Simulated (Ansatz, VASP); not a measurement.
**One calculation of SnO, two programs**

```
Sn O
1.0
     3.02861    0.00000    0.00000
     0.00000    3.10341    0.00000
     0.00000    0.00000    3.10341
Sn O
1 1
Cartesian
  0.0000 0.0000 0.0000
  1.5143 1.5517 1.5517
```

Change from the starting cell: uniaxial_x strain -2.4%.

Alike in both runs: task single point; functional r2SCAN; k mesh 8 × 8 × 8; occupations fermi-dirac, width 0.02 eV; no spin polarisation.

|  | VASP | Ansatz |
| --- | --- | --- |
| version | VASP 6.6.1 | Ansatz 0.2.0 |
| potentials or method | VASP PAW PBE potentials, release 64 (Sn_d, O) | plane waves, PAW |
| plane-wave cutoff (eV) | 520 | 500 |
| valence electrons in the cell | 20 | 20 |

```csv
,VASP,Ansatz,Ansatz less VASP
pressure (GPa),3.0,2.8,-0.17
"traceless stress, the component that is largest in VASP (GPa)",1.46,1.44,-0.012
```

VASP's potentials were made for PBE, not for r2SCAN. The functional is the same, so the differences come from potentials, cutoffs and numerics.
